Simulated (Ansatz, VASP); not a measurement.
# Two plane-wave programs on Sb

```xyz
4
Lattice="4.0687 0.0000 0.0000 -2.0343 3.5236 0.0000 0.0000 0.0000 20.8000" Properties=species:S:1:pos:R:3 pbc="T T T"
Sb    0.0000    2.3491    6.1500
Sb    2.0343    1.1745    4.5000
Sb   -2.4864    5.8726   11.6500
Sb   -0.4521    4.6981   10.0000
```

Alike in both runs: task single point; functional PBE; dispersion D3(BJ); k mesh 9 × 9 × 1; occupations gaussian, width 0.05 eV; no spin polarisation.

```csv
,VASP,Ansatz
version,VASP 6.6.1,Ansatz 0.2.0
potentials or method,"VASP PAW PBE potentials, release 64 (Sb), cutoff 520 eV","scalar-relativistic, plane waves, PAW"
valence electrons in the cell,20,60
```

Ansatz gave:

| Property | Result |
| --- | --- |
| gap on the k mesh at the Fermi level (eV) | 0.87 |
| least direct gap on the mesh (eV) | 1.50 |
| rms of the force components (eV/Å) | 0.049 |

Question: What did VASP give for the same quantities?

Answer: gap on the k mesh at the Fermi level (eV): 0.88; least direct gap on the mesh (eV): 1.48; rms of the force components (eV/Å): 0.087.

Atom by atom the forces differ by 0.049 eV/Å (rms over components). VASP's potentials hold 20 valence electrons a cell and Ansatz's 60, so a difference there can come from the potentials and not from the codes.

Neither program's run includes spin-orbit coupling.
